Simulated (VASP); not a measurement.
# Cu (C2/m) in VASP: a series of runs

Cu is run at these levels: LDA; tasks: single point.

Everything below comes from runs of VASP 6.6.1. Logs are shortened: lines on timing, memory, paths and dates and some standing lists are left out, and cuts for length are marked.

**1. The cell of the first run**

Symmetry: C2/m, No. 12, monoclinic system. Conventional cell: a = 4.457 Å, b = 2.573 Å, c = 4.168 Å, α = 90.00°, β = 90.00°, γ = 90.00°. Cu (site symmetry m) has 12 Cu at 2.41 to 2.69 Å within 3.2 Å.

**2. Single point, LDA (shortest bond scaled by 0.94)**

Contents of INCAR:

```
SYSTEM = Cu
PREC = Accurate ; ENCUT = 520
EDIFF = 1E-7 ; ISMEAR = -1
SIGMA = 0.05 ; LREAL = .FALSE.
LASPH = .TRUE. ; NELM = 60
ALGO = Normal ; ISIF = 2
LWAVE = .FALSE. ; LCHARG = .FALSE.
NBANDS = 18
```

Contents of KPOINTS:

```
regular mesh
0
G
  13 13 7
  0 0 0
```

Contents of POSCAR:

```
Cu
1.0
    2.5730649657      0.0000000000      0.0000000000
   -1.2865324828      2.2283396258      0.0000000000
    0.0000000000      0.0000000000      4.1683652444
Cu
2
Direct
    0.3133333333      0.6566666667      0.2350000000
    0.6866666667      0.3433333333      0.7650000000
```

Potentials or basis: VASP PAW LDA potentials, release 64 (Cu).

Started as:

```bash
> cat potpaw_LDA.64/Cu/POTCAR > POTCAR
> mpirun -np 1 vasp_std > vasp.out
```

OUTCAR:

```text
SYSTEM = Cu
   PREC = Accurate
   ENCUT = 520
   EDIFF = 1E-7
   ISMEAR = -1
   LREAL = .FALSE.
   LASPH = .TRUE.
   NELM = 60
   ISIF = 2

 ion  position               nearest neighbor table
   1  0.313  0.657  0.235-   2 2.41   2 2.49   2 2.49   2 2.61   2 2.69   2 2.69
   2  0.687  0.343  0.765-   1 2.41   1 2.49   1 2.49   1 2.61   1 2.69   1 2.69

  LATTYP: Found a hexagonal cell.
 ALAT       =     2.5730649657
 C/A-ratio  =     1.6200000000

  Lattice vectors:

 A1 = (   2.5730649657,   0.0000000000,   0.0000000000)
 A2 = (  -1.2865324828,   2.2283396258,   0.0000000000)
 A3 = (   0.0000000000,   0.0000000000,   4.1683652444)

Analysis of symmetry for initial positions (statically):
=====================================================================
 Subroutine PRICEL returns:
 Original cell was already a primitive cell.

 Routine SETGRP: Setting up the symmetry group for a
 hexagonal supercell.

 Subroutine GETGRP returns: Found  4 space group operations
 (whereof  4 operations were pure point group operations)
 out of a pool of 24 trial point group operations.

The static configuration has the point symmetry C_2h.

Analysis of symmetry for dynamics (positions and initial velocities):
=====================================================================
 Subroutine PRICEL returns:
 Original cell was already a primitive cell.

 Routine SETGRP: Setting up the symmetry group for a
 hexagonal supercell.

 Subroutine GETGRP returns: Found  4 space group operations
 (whereof  4 operations were pure point group operations)
 out of a pool of 24 trial point group operations.

The dynamic configuration has the point symmetry C_2h.

 Subroutine INISYM returns: Found  4 space group operations
 (whereof  4 operations are pure point group operations),
 and found     1 'primitive' translations

----------------------------------------------------------------------------------------

                                     Primitive cell

  volume of cell :      23.9000

  direct lattice vectors                    reciprocal lattice vectors
     2.573064966  0.000000000  0.000000000     0.388641567  0.224382313  0.000000000
    -1.286532483  2.228339626  0.000000000     0.000000000  0.448764627  0.000000000
     0.000000000  0.000000000  4.168365244     0.000000000  0.000000000  0.239902202

  length of vectors
     2.573064966  2.573064966  4.168365244     0.448764627  0.448764627  0.239902202

  position of ions in fractional coordinates (direct lattice)
     0.313333333  0.656666667  0.235000000
     0.686666667  0.343333333  0.765000000

  ion indices of the primitive-cell ions
   primitive index   ion index
                 1           1
                 2           2

----------------------------------------------------------------------------------------

 KPOINTS: regular mesh

Automatic generation of k-mesh.
 Grid dimensions read from file:
 generate k-points for:   13   13    7

 Generating k-lattice:

  Cartesian coordinates                     Fractional coordinates (reciprocal lattice)
     0.029895505  0.017260178  0.000000000     0.076923077 -0.000000000  0.000000000
     0.000000000  0.034520356  0.000000000     0.000000000  0.076923077  0.000000000
     0.000000000  0.000000000  0.034271743     0.000000000  0.000000000  0.142857143

  Length of vectors
     0.034520356  0.034520356  0.034271743

  Shift w.r.t. Gamma in fractional coordinates (k-lattice)
     0.000000000  0.000000000  0.000000000

 Subroutine IBZKPT returns following result:
 ===========================================

 Found    322 irreducible k-points:

 Following reciprocal coordinates:
            Coordinates               Weight
  0.000000  0.000000  0.000000      1.000000
  0.076923  0.000000  0.000000      2.000000
  0.000000  0.076923  0.000000      4.000000
  0.153846  0.000000  0.000000      2.000000
  0.000000  0.153846  0.000000      4.000000
  0.230769  0.000000  0.000000      2.000000
[... 16 lines left out ...]
 -0.076923  0.384615  0.000000      4.000000
 -0.384615  0.307692  0.000000      4.000000
 [... further k-points ...]
   k-points           NKPTS =    322   k-points in BZ     NKDIM =    322   number of bands    NBANDS=     18
   number of dos      NEDOS =    301   number of ions     NIONS =      2
   total plane-waves  NPLWV =  12800
   dimension x,y,z NGX =    20 NGY =   20 NGZ =   32
   dimension x,y,z NGXF=    40 NGYF=   40 NGZF=   64
   ions per type =               2
   NGX,Y,Z   is equivalent  to a cutoff of  12.92, 12.92, 12.76 a.u.
   NGXF,Y,Z  is equivalent  to a cutoff of  25.84, 25.84, 25.52 a.u.
 SYSTEM =  Cu
   PREC   = accura    normal or accurate (medium, high low for compatibility)
   ISTART =      0    job   : 0-new  1-cont  2-samecut
   ICHARG =      2    charge: 1-file 2-atom 10-const
   ISPIN  =      1    spin polarized calculation?
   LNONCOLLINEAR =      F non collinear calculations
   LSORBIT =      F    spin-orbit coupling
   LASPH  =      T    aspherical Exc in radial PAW
   ENCUT  =  520.0 eV  38.22 Ry    6.18 a.u.   4.78  4.78  7.75*2*pi/ulx,y,z
   NELM   =     60;   NELMIN=  2; NELMDL= -5     # of ELM steps
   EDIFF  = 0.1E-06   stopping-criterion for ELM
   LREAL  =      F    real-space projection
   EDIFFG = 0.1E-05   stopping-criterion for IOM
   NSW    =      0    number of steps for IOM
   IBRION =     -1    ionic relax: 0-MD 1-quasi-New 2-CG
   NFREE  =      0    steps in history (QN), initial steepest desc. (CG)
   ISIF   =      2    stress and relaxation
   ISYM   =      2    0-nonsym 1-usesym 2-fastsym
   POTIM  = 0.5000    time-step for ionic-motion
   TEBEG  =    0.0;   TEEND  =   0.0 temperature during run
   PSTRESS=    0.0 pullay stress
   NELECT =      22.0000    total number of electrons
   NUPDOWN=      -1.0000    fix difference up-down
   EMIN   =  10.00;   EMAX   =-10.00  energy-range for DOS
   EFERMI =   0.00;   METHOD = LEGACY
   ISMEAR =    -1;   SIGMA  =   0.05  broadening in eV -4-tet -1-fermi 0-gaus
   EFERMI_NEDOS =   21; number of points for ismear=-14 and -15
   IALGO  =     38    algorithm
   IMIX   =      4    mixing-type and parameters
     AMIX     =   0.40;   BMIX     =  1.00
     AMIX_MAG =   1.60;   BMIX_MAG =  1.00
  volume/ion in A,a.u.               =      11.95        80.64
  Fermi-wavevector in a.u.,A,eV,Ry     =   1.592513  3.009414 34.505720  2.536099
  Thomas-Fermi vector in A             =   2.690887
   LORBIT       =      0    0 simple, 1 ext, 2 COOP (PROOUT), +10 PAW based schemes
   GGA     = CA    functional components
   LHFCALC =     F    Hartree Fock is set to
   AEXX    =    0.0000 exact exchange contribution
   IVDW    =     0    specifies the selected vdW correction
   LEPSILON=     F    determine dielectric tensor
   LRPA    =     F    only Hartree local field effects (RPA)
 non-spin polarized calculation
  energy-cutoff  :      520.00
  volume of cell :       23.90
 maximum number of plane-waves:       656
   NGX =  9   NGY =  9   NGZ = 15

 number of electron      22.0000003 magnetization

 Free energy of the ion-electron system (eV)
  ---------------------------------------------------
  ext. energy  EPLUGINS =         0.00000000
  ---------------------------------------------------
  free energy    TOTEN  =        -9.26718099 eV

  energy without entropy =       -9.26370546  energy(sigma->0) =       -9.26544323

 E-fermi :   7.2053     XC(G=0): -13.0247

 val. band max:        7.1432266907   @ k =  -0.3846   0.0000   0.4286
 cond. band min:       7.2055913200   @ k =  -0.1538   0.3077   0.2857
 fundamental gap:      0.0623646292
 Fermi energy:         7.2053355652

 k-point     1 :       0.0000    0.0000    0.0000
  band No.  band energies     occupation
      1      -2.0797      2.00000
      2       2.1215      2.00000
      3       4.1410      2.00000
      4       4.1649      2.00000
      5       4.1987      2.00000
      6       4.3337      2.00000
[... 10 lines left out ...]
     17      30.0395      0.00000
     18      30.1868      0.00000

 k-point     2 :       0.0769    0.0000    0.0000
  band No.  band energies     occupation
      1      -1.8909      2.00000
      2       2.2298      2.00000
      3       4.0091      2.00000
      4       4.2315      2.00000
      5       4.2645      2.00000
      6       4.3822      2.00000
[... 10 lines left out ...]
     17      31.2250      0.00000
     18      31.7044      0.00000

 k-point     3 :       0.0000    0.0769    0.0000
  band No.  band energies     occupation
      1      -1.8914      2.00000
      2       2.2269      2.00000
      3       4.0241      2.00000
      4       4.2369      2.00000
      5       4.2873      2.00000
      6       4.3062      2.00000
[... 10 lines left out ...]
     17      31.4341      0.00000
     18      31.7560      0.00000

 k-point     4 :       0.1538    0.0000    0.0000
  band No.  band energies     occupation
      1      -1.3353      2.00000
      2       2.5149      2.00000
      3       3.8196      2.00000
      4       4.1052      2.00000
      5       4.2883      2.00000
      6       4.4316      2.00000
[... 375 lines left out ...]
      4       3.6659      2.00000
      5       4.1066      2.00000
      6       4.2743      2.00000
[... 10 lines left out ...]
     17      22.1838      0.00000
     18      27.6194      0.00000

 k-point    23 :      -0.0769    0.3846    0.0000
  band No.  band energies     occupation
      1       1.2983      2.00000
      2       2.8788      2.00000
      3       3.0756      2.00000
      4       3.7213      2.00000
      5       4.1408      2.00000
      6       4.3023      2.00000
[... 10 lines left out ...]
     17      22.3184      0.00000
     18      27.6219      0.00000

 k-point    24 :      -0.3846    0.3077    0.0000
  band No.  band energies     occupation
      1       1.3003      2.00000
      2       2.8719      2.00000
      3       3.0833      2.00000
      4       3.7301      2.00000
      5       4.0892      2.00000
      6       4.3194      2.00000
[... 10 lines left out ...]
     17      22.3068      0.00000
     18      27.5862      0.00000

 [... further k-points ...]

------------------------ aborting loop because EDIFF is reached ----------------------------------------

  FORCE on cell =-STRESS in cart. coord.  units (eV):
  Direction    XX          YY          ZZ          XY          YZ          ZX
  --------------------------------------------------------------------------------------
  -------------------------------------------------------------------------------------
  Total       -1.9073766     -2.0389366     -1.1965534      0.1139343      0.0647653      0.1121768
  in kB     -127.8642483   -136.6835980    -80.2130026      7.6377809      4.3416517      7.5199608
  external PRESSURE =    -114.9202830 kB  Pullay stress =       0.0000000 kB

 VOLUME and BASIS-vectors are now :
 -----------------------------------------------------------------------------
  energy-cutoff  :      520.00
  volume of cell :       23.90
      direct lattice vectors                 reciprocal lattice vectors
     2.573064966  0.000000000  0.000000000     0.388641567  0.224382313  0.000000000
    -1.286532483  2.228339626  0.000000000     0.000000000  0.448764627  0.000000000
     0.000000000  0.000000000  4.168365244     0.000000000  0.000000000  0.239902202

 POSITION                                       TOTAL-FORCE (eV/Angst)
 -----------------------------------------------------------------------------------
     -0.03860      1.46328      0.97957         0.122733      0.070860      0.752138
      1.32513      0.76506      3.18880        -0.122733     -0.070860     -0.752138
 -----------------------------------------------------------------------------------
    total drift:                                0.000000     -0.000000     -0.000000

  FREE ENERGIE OF THE ION-ELECTRON SYSTEM (eV)
  ---------------------------------------------------
  free  energy   TOTEN  =        -9.2671809940 eV

  energy  without entropy=       -9.2637054573  energy(sigma->0) =       -9.26544323
```

Run time: 46 s. Hardware: 1 thread of Intel Xeon 6975P-C (Granite Rapids), shared host; peak memory 0.22 GiB.

Results:

```yaml
Free_energy: -9.2672 eV
Pressure: -11.5 GPa
Largest_force: 0.765 eV/Å
Band_gap_on_the_k_mesh: zero (band 11 reaches 10.18 eV, above the bottom of band 12 at 5.33 eV)
```

Forces on the atoms (eV/Å):
```
Cu   0.123  0.071  0.752
Cu  -0.123 -0.071 -0.752
```

Stress tensor (GPa, compression positive):
```
-12.79   0.76   0.75
  0.76 -13.67   0.43
  0.75   0.43  -8.02
```

Caveat: the cell differs from its parent crystal (shortest bond scaled by 0.94).

**3. Single point, LDA (shortest bond scaled by 0.94)**

Contents of INCAR:

```
PREC = Accurate ; ENCUT = 520
EDIFF = 1E-7 ; ISMEAR = -1
SIGMA = 0.05 ; LREAL = False
LASPH = True ; NELM = 60
ALGO = Normal ; ISIF = 2
LWAVE = False ; LCHARG = True
LELF = True ; LVHAR = True
NBANDS = 18
```

Contents of KPOINTS:

```
Automatic mesh
0
Gamma
  13 13 7
```

POSCAR is that of step 2.

Potentials or basis: VASP PAW LDA potentials, release 64 (Cu).

Started as:

```bash
> cat potpaw_LDA.64/Cu/POTCAR > POTCAR
> mpirun -np 1 vasp_std > vasp.out
```

It took 46 s on 1 thread of Intel Xeon 6975P-C (Granite Rapids), shared host; peak memory 0.21 GiB.

The run converged. Its results:

| Property | Result |
| --- | --- |
| Free energy | -9.2672 eV |
| Pressure | -11.5 GPa |
| Largest force | 0.765 eV/Å |
| Band gap on the k mesh | zero (band 11 reaches 10.18 eV, above the bottom of band 12 at 5.33 eV) |

Forces in eV/Å, atoms in the order of the input:
```
Cu   0.123  0.071  0.752
Cu  -0.123 -0.071 -0.752
```

Stress tensor (GPa, compression positive):
```
-12.79   0.76   0.75
  0.76 -13.67   0.43
  0.75   0.43  -8.02
```

Levels at points of the mesh, in eV from the Fermi level:
| k point | band 7 | band 8 | band 9 | band 10 | band 11 | band 12 | band 13 | band 14 | band 15 | band 16 |
| --- | --- | --- | --- | --- | --- | --- | --- | --- | --- | --- |
| (0.00, 0.00, 0.00) | -2.82 | -2.56 | -2.40 | -1.84 | -1.68 | -0.83 | 3.70 | 20.88 | 21.44 | 21.45 |

Caveat: the cell differs from its parent crystal (shortest bond scaled by 0.94).
